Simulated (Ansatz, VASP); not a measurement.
# Mn: VASP beside Ansatz

```xyz
1
Lattice="2.3025 0.0000 0.0000 0.0000 2.3025 0.0000 0.0000 0.0000 2.3025" Properties=species:S:1:pos:R:3 pbc="T T T"
Mn    0.0000    0.0000    0.0000
```

Alike in both runs: functional RPBE; k mesh 13 × 13 × 13; occupations fermi-dirac, width 0.1 eV; no spin polarisation.

Ansatz relaxed the structure, and its values are those at the end. VASP's run is a single point on that final structure, the one shown.

|  | VASP | Ansatz |
| --- | --- | --- |
| version | VASP 6.6.1 | Ansatz 0.2.0 |
| potentials or method | VASP PAW PBE potentials, release 64 (Mn_pv), cutoff 520 eV | plane waves (420 eV) with PAW, scalar-relativistic |
| valence electrons in the cell | 13 | 15 |

|  | VASP | Ansatz | Ansatz less VASP |
| --- | --- | --- | --- |
| pressure (GPa) | 0.2 | 0.0 | -0.22 |

VASP's potentials were made for PBE, not for RPBE. With one functional, cell and mesh, what is left measures potentials, basis and numerics. VASP's potentials hold 13 valence electrons a cell and Ansatz's 15, so a difference there can come from the potentials and not from the codes.
